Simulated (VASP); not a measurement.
# Hg (R-3m) in VASP: single point with PBE

Aim: the single point of Hg with PBE.

Everything below comes from runs of VASP 6.6.1. Logs are shortened: lines on timing, memory, paths and dates and some standing lists are left out, and cuts for length are marked.

## (1) The cell of the first run

It takes space group R-3m (No. 166, trigonal). The conventional cell has a = 3.876 Å, b = 3.876 Å, c = 6.546 Å, α = 90.00°, β = 90.00°, γ = 120.00°. Within 4.1 Å of Hg (site symmetry -3m) lie 12 Hg at 3.13 to 3.88 Å.

## (2) Single point, PBE

INCAR

```
PREC     = Accurate       # precision mode
ENCUT    = 520            # plane-wave cutoff, eV
EDIFF    = 1E-7           # SCF threshold, eV
ISMEAR   = 0              # smearing method
SIGMA    = 0.05           # smearing width, eV
LREAL    = F              # projectors in reciprocal space
LASPH    = T              # aspherical terms in the spheres
NELM     = 80             # most SCF steps
ALGO     = Normal         # electronic algorithm
ISIF     = 2              # what is computed and relaxed
LWAVE    = F              # write WAVECAR
LCHARG   = F              # write CHGCAR
GGA      = PE             # functional
NBANDS   = 12             # bands
```

KPOINTS

```
regular mesh
0
Gamma
  8 8 8
```

POSCAR

```
Hg
1.0
    1.9381153077      1.1189713946      2.1818356421
   -1.9381153077      1.1189713946      2.1818356421
    0.0000000000     -2.2379427892      2.1818356421
Hg
1
Direct
    0.0000000000      0.0000000000      0.0000000000
```

Potentials or basis: VASP PAW PBE potentials, release 64 (Hg).

Command:

```
$ cat potpaw_PBE.64/Hg/POTCAR > POTCAR
$ mpirun -np 1 vasp_std > vasp.out
```

OUTCAR:

```text
PREC = Accurate
   ENCUT = 520
   EDIFF = 1E-7
   ISMEAR = 0
   LREAL = F
   LASPH = T
   NELM = 80
   ISIF = 2
   GGA = PE

 ion  position               nearest neighbor table
   1  0.000  0.000  0.000-

  LATTYP: Found a trigonal (rhomboedric) cell.
 ALAT       =     3.1255071104
 COS(alpha) =     0.2309612265

  Lattice vectors:

 A1 = (   1.9381153077,   1.1189713946,   2.1818356421)
 A2 = (  -1.9381153077,   1.1189713946,   2.1818356421)
 A3 = (   0.0000000000,  -2.2379427892,   2.1818356421)

Analysis of symmetry for initial positions (statically):
=====================================================================
 Subroutine PRICEL returns:
 Original cell was already a primitive cell.

 Routine SETGRP: Setting up the symmetry group for a
 trigonal (rhombohedral) supercell.

 Subroutine GETGRP returns: Found 12 space group operations
 (whereof 12 operations were pure point group operations)
 out of a pool of 12 trial point group operations.

The static configuration has the point symmetry D_3d.

Analysis of symmetry for dynamics (positions and initial velocities):
=====================================================================
 Subroutine PRICEL returns:
 Original cell was already a primitive cell.

 Routine SETGRP: Setting up the symmetry group for a
 trigonal (rhombohedral) supercell.

 Subroutine GETGRP returns: Found 12 space group operations
 (whereof 12 operations were pure point group operations)
 out of a pool of 12 trial point group operations.

The dynamic configuration has the point symmetry D_3d.

 Subroutine INISYM returns: Found 12 space group operations
 (whereof 12 operations are pure point group operations),
 and found     1 'primitive' translations

----------------------------------------------------------------------------------------

                                     Primitive cell

  volume of cell :      28.3904

  direct lattice vectors                    reciprocal lattice vectors
     1.938115308  1.118971395  2.181835642     0.257982586  0.148946316  0.152776555
    -1.938115308  1.118971395  2.181835642    -0.257982586  0.148946316  0.152776555
     0.000000000 -2.237942789  2.181835642     0.000000000 -0.297892632  0.152776555

  length of vectors
     3.125507110  3.125507110  3.125507110     0.334784551  0.334784551  0.334784551

  position of ions in fractional coordinates (direct lattice)
     0.000000000  0.000000000  0.000000000

  ion indices of the primitive-cell ions
   primitive index   ion index
                 1           1

----------------------------------------------------------------------------------------

 KPOINTS: regular mesh

Automatic generation of k-mesh.
 Grid dimensions read from file:
 generate k-points for:    8    8    8

 Generating k-lattice:

  Cartesian coordinates                     Fractional coordinates (reciprocal lattice)
     0.032247823  0.018618289  0.019097069     0.125000000  0.000000000 -0.000000000
    -0.032247823  0.018618289  0.019097069     0.000000000  0.125000000 -0.000000000
     0.000000000 -0.037236579  0.019097069    -0.000000000 -0.000000000  0.125000000

  Length of vectors
     0.041848069  0.041848069  0.041848069

  Shift w.r.t. Gamma in fractional coordinates (k-lattice)
     0.000000000  0.000000000  0.000000000

 Subroutine IBZKPT returns following result:
 ===========================================

 Found     65 irreducible k-points:

 Following reciprocal coordinates:
            Coordinates               Weight
  0.000000  0.000000  0.000000      1.000000
  0.125000 -0.000000 -0.000000      6.000000
  0.250000 -0.000000 -0.000000      6.000000
  0.375000 -0.000000 -0.000000      6.000000
  0.500000 -0.000000 -0.000000      3.000000
  0.125000  0.125000 -0.000000      6.000000
[... 16 lines left out ...]
  0.250000  0.125000  0.125000      6.000000
  0.375000  0.125000  0.125000      6.000000
 [... further k-points ...]
   k-points           NKPTS =     65   k-points in BZ     NKDIM =     65   number of bands    NBANDS=     12
   number of dos      NEDOS =    301   number of ions     NIONS =      1
   total plane-waves  NPLWV =  13824
   dimension x,y,z NGX =    24 NGY =   24 NGZ =   24
   dimension x,y,z NGXF=    48 NGYF=   48 NGZF=   48
   ions per type =               1
   NGX,Y,Z   is equivalent  to a cutoff of  12.77, 12.77, 12.77 a.u.
   NGXF,Y,Z  is equivalent  to a cutoff of  25.53, 25.53, 25.53 a.u.
 SYSTEM =  unknown system
   PREC   = accura    normal or accurate (medium, high low for compatibility)
   ISTART =      0    job   : 0-new  1-cont  2-samecut
   ICHARG =      2    charge: 1-file 2-atom 10-const
   ISPIN  =      1    spin polarized calculation?
   LNONCOLLINEAR =      F non collinear calculations
   LSORBIT =      F    spin-orbit coupling
   LASPH  =      T    aspherical Exc in radial PAW
   ENCUT  =  520.0 eV  38.22 Ry    6.18 a.u.   5.81  5.81  5.81*2*pi/ulx,y,z
   NELM   =     80;   NELMIN=  2; NELMDL= -5     # of ELM steps
   EDIFF  = 0.1E-06   stopping-criterion for ELM
   LREAL  =      F    real-space projection
   EDIFFG = 0.1E-05   stopping-criterion for IOM
   NSW    =      0    number of steps for IOM
   IBRION =     -1    ionic relax: 0-MD 1-quasi-New 2-CG
   NFREE  =      0    steps in history (QN), initial steepest desc. (CG)
   ISIF   =      2    stress and relaxation
   ISYM   =      2    0-nonsym 1-usesym 2-fastsym
   POTIM  = 0.5000    time-step for ionic-motion
   TEBEG  =    0.0;   TEEND  =   0.0 temperature during run
   PSTRESS=    0.0 pullay stress
   NELECT =      12.0000    total number of electrons
   NUPDOWN=      -1.0000    fix difference up-down
   EMIN   =  10.00;   EMAX   =-10.00  energy-range for DOS
   EFERMI =   0.00;   METHOD = LEGACY
   ISMEAR =     0;   SIGMA  =   0.05  broadening in eV -4-tet -1-fermi 0-gaus
   EFERMI_NEDOS =   21; number of points for ismear=-14 and -15
   IALGO  =     38    algorithm
   IMIX   =      4    mixing-type and parameters
     AMIX     =   0.40;   BMIX     =  1.00
     AMIX_MAG =   1.60;   BMIX_MAG =  1.00
  volume/ion in A,a.u.               =      28.39       191.59
  Fermi-wavevector in a.u.,A,eV,Ry     =   1.228602  2.321721 20.537496  1.509463
  Thomas-Fermi vector in A             =   2.363521
   LORBIT       =      0    0 simple, 1 ext, 2 COOP (PROOUT), +10 PAW based schemes
   GGA     = PE    functional components
   LHFCALC =     F    Hartree Fock is set to
   AEXX    =    0.0000 exact exchange contribution
   IVDW    =     0    specifies the selected vdW correction
   LEPSILON=     F    determine dielectric tensor
   LRPA    =     F    only Hartree local field effects (RPA)
 non-spin polarized calculation
 Gauss-broadening in eV      SIGMA  =   0.05
  energy-cutoff  :      520.00
  volume of cell :       28.39
 maximum number of plane-waves:       774
   NGX = 11   NGY = 11   NGZ = 11

 number of electron      11.9999999 magnetization

 Free energy of the ion-electron system (eV)
  ---------------------------------------------------
  ext. energy  EPLUGINS =         0.00000000
  ---------------------------------------------------
  free energy    TOTEN  =        -0.17383640 eV

  energy without entropy =       -0.17348250  energy(sigma->0) =       -0.17365945

 E-fermi :   1.6417     XC(G=0):  -9.8098

 val. band max:        1.6282589817   @ k =   0.5000   0.5000  -0.0000
 cond. band min:       1.7762524901   @ k =  -0.3750   0.5000   0.2500
 fundamental gap:      0.1479935083
 Fermi energy:         1.6417318664

 k-point     1 :       0.0000    0.0000    0.0000
  band No.  band energies     occupation
      1      -6.3817      2.00000
      2      -5.8504      2.00000
      3      -5.8504      2.00000
      4      -4.4639      2.00000
      5      -4.4639      2.00000
      6      -4.4511      2.00000
      7      11.9510      0.00000
      8      11.9510      0.00000
      9      12.2483      0.00000
     10      15.5970      0.00000
     11      17.0974      0.00000
     12      17.0974      0.00000

 k-point     2 :       0.1250   -0.0000   -0.0000
  band No.  band energies     occupation
      1      -6.1451      2.00000
      2      -5.8348      2.00000
      3      -5.6826      2.00000
      4      -4.5196      2.00000
      5      -4.4884      2.00000
      6      -4.4586      2.00000
      7       9.4564      0.00000
      8      12.1831      0.00000
      9      12.3856      0.00000
     10      16.3761      0.00000
     11      17.1473      0.00000
     12      19.3395      0.00000

 k-point     3 :       0.2500   -0.0000   -0.0000
  band No.  band energies     occupation
      1      -5.9383      2.00000
      2      -5.8069      2.00000
      3      -4.7570      2.00000
      4      -4.6375      2.00000
      5      -4.5224      2.00000
      6      -4.4484      2.00000
      7       5.8554      0.00000
      8      12.6862      0.00000
      9      12.7902      0.00000
     10      17.2589      0.00000
     11      17.3878      0.00000
     12      19.2638      0.00000
[... 286 lines left out ...]
 k-point    23 :       0.2500    0.1250    0.1250
  band No.  band energies     occupation
      1      -5.5847      2.00000
      2      -5.5791      2.00000
      3      -4.9834      2.00000
      4      -4.7816      2.00000
      5      -4.6230      2.00000
      6      -4.5571      2.00000
      7       7.6496      0.00000
      8      12.5882      0.00000
      9      12.8309      0.00000
     10      16.2919      0.00000
     11      16.9240      0.00000
     12      18.2846      0.00000

 k-point    24 :       0.3750    0.1250    0.1250
  band No.  band energies     occupation
      1      -5.5622      2.00000
      2      -5.5562      2.00000
      3      -4.8813      2.00000
      4      -4.8555      2.00000
      5      -4.6072      2.00000
      6      -3.1469      2.00000
      7       4.0940      0.00000
      8      13.3910      0.00000
      9      13.7543      0.00000
     10      15.2302      0.00000
     11      16.1020      0.00000
     12      17.4913      0.00000

 [... further k-points ...]
[... 5 lines left out ...]
  --------------------------------------------------------------------------------------
  -------------------------------------------------------------------------------------
  Total        0.0308228      0.0308228      0.0631442     -0.0000000      0.0000000      0.0000000
  in kB        1.7394446      1.7394446      3.5634651     -0.0000000      0.0000000      0.0000000
  external PRESSURE =       2.3474514 kB  Pullay stress =       0.0000000 kB

 VOLUME and BASIS-vectors are now :
 -----------------------------------------------------------------------------
  energy-cutoff  :      520.00
  volume of cell :       28.39
      direct lattice vectors                 reciprocal lattice vectors
     1.938115308  1.118971395  2.181835642     0.257982586  0.148946316  0.152776555
    -1.938115308  1.118971395  2.181835642    -0.257982586  0.148946316  0.152776555
     0.000000000 -2.237942789  2.181835642     0.000000000 -0.297892632  0.152776555

 POSITION                                       TOTAL-FORCE (eV/Angst)
 -----------------------------------------------------------------------------------
      0.00000      0.00000      0.00000        -0.000000      0.000000      0.000000
 -----------------------------------------------------------------------------------
    total drift:                                0.000000      0.000000      0.000000

  FREE ENERGIE OF THE ION-ELECTRON SYSTEM (eV)
  ---------------------------------------------------
  free  energy   TOTEN  =        -0.1738363952 eV

  energy  without entropy=       -0.1734825029  energy(sigma->0) =       -0.17365945
```

It took 8.5 s on 1 thread of Intel Xeon Platinum 8259CL at 2.50GHz (Skylake/Cascade Lake), shared host; peak memory 0.15 GiB.

Results:

```yaml
Free_energy: -0.1738 eV
Pressure: 0.2 GPa
Band_gap_on_the_k_mesh: zero (band 6 reaches 2.84 eV, above the bottom of band 7 at 0.19 eV)
```

Levels at points of the mesh, in eV from the Fermi level:
| k point | band 3 | band 4 | band 5 | band 6 | band 7 | band 8 | band 9 | band 10 |
| --- | --- | --- | --- | --- | --- | --- | --- | --- |
| (0.00, 0.00, 0.00) | -7.49 | -6.11 | -6.11 | -6.09 | 10.31 | 10.31 | 10.61 | 13.96 |
| (0.50, 0.00, 0.00) | -6.40 | -6.16 | -6.10 | -2.83 | -1.45 | 11.50 | 11.54 | 15.58 |
| (0.50, 0.50, 0.00) | -6.27 | -6.20 | -5.54 | -0.01 | 0.40 | 3.35 | 8.03 | 11.03 |
| (0.50, 0.50, 0.50) | -7.06 | -5.56 | -5.56 | 1.20 | 1.81 | 6.79 | 6.79 | 9.85 |

Caveat: spin-orbit coupling is left out, which moves the levels of the heavy elements.
